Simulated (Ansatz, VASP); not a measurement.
Two plane-wave programs on In2BiN2

Contents of INCAR:

```
SYSTEM = In2BiN2
  PREC = Accurate
  ENCUT = 600
  EDIFF = 1E-6
  ISMEAR = 0
  SIGMA = 0.1
  LREAL = .FALSE.
  LASPH = .TRUE.
  NELM = 100
  ALGO = Normal
  ISIF = 3
  LWAVE = .FALSE.
  LCHARG = .FALSE.
  GGA = PE
  IBRION = 2
  NSW = 90
  EDIFFG = -0.04
```

Contents of KPOINTS:

```
regular mesh
0
G
  6 6 6
  0 0 0
```

Contents of POSCAR:

```
In2BiN2
1.0
   -2.0575674837      2.0575674837      5.3985681504
    2.0575674837     -2.0575674837      5.3985681504
    2.0575674837      2.0575674837     -5.3985681504
In Bi N
2 1 2
Direct
    0.2500000000      0.7500000000      0.5000000000
    0.7500000000      0.2500000000      0.5000000000
    0.0000000000      0.0000000000      0.0000000000
    0.6260000000      0.6260000000      0.0000000000
    0.3740000000      0.3740000000      0.0000000000
```

Input for Ansatz:

```yaml
crystal:
  lattice:
    - [-2.0575674837, 2.0575674837, 5.3985681504]
    - [2.0575674837, -2.0575674837, 5.3985681504]
    - [2.0575674837, 2.0575674837, -5.3985681504]
  atoms:
    - { symbol: In, position: [0.25, 0.75, 0.5] }
    - { symbol: In, position: [0.75, 0.25, 0.5] }
    - { symbol: Bi, position: [0.0, 0.0, 0.0] }
    - { symbol: "N", position: [0.626, 0.626, 0.0] }
    - { symbol: "N", position: [0.374, 0.374, 0.0] }
basis:
  ecutwfc: 420
kpoints:
  mp_grid: { grid: [6, 6, 6] }
hamiltonian:
  xc: pbe
scf:
  occupations: { method: gaussian, width: 0.1 }
  lower_state_search: "off"
output:
  forces: true
  stress: true
  eigenvalues: true
relax:
  adjacent_minimum: "off"
  f_tol: 0.04
  max_steps: 70
  cell: { stress_tol: 0.4 }
```

Alike in both runs: task relaxation of cell and atoms; functional PBE; k mesh 6 × 6 × 6; occupations gaussian, width 0.1 eV; no spin polarisation.

|  | VASP | Ansatz |
| --- | --- | --- |
| version | VASP 6.6.1 | Ansatz 0.2.0 |
| potentials or method | VASP PAW PBE potentials, release 64 (In_d, Bi_d, N), cutoff 600 eV | scalar-relativistic, plane waves, PAW |
| valence electrons in the cell | 51 | 51 |

VASP gave:

```
gap on the k mesh at the Fermi level, each at its own relaxed structure (eV) : none
relaxed volume (Å³/atom)                                                     : 23.49
relaxed length of the cell vector where the two differ most in proportion (Å)              : 6.838
```

**Question.** Which values does Ansatz return?

**Answer.** gap on the k mesh at the Fermi level, each at its own relaxed structure (eV): none; relaxed volume (Å³/atom): 23.31; relaxed length of the cell vector where the two differ most in proportion (Å): 6.765.

A gap of «none» marks a metal or a gap that the smearing closes.

Spin-orbit coupling is off throughout. Noted on VASP's run: the volume moved by over 15 % at a fixed basis, so the end points are rough.
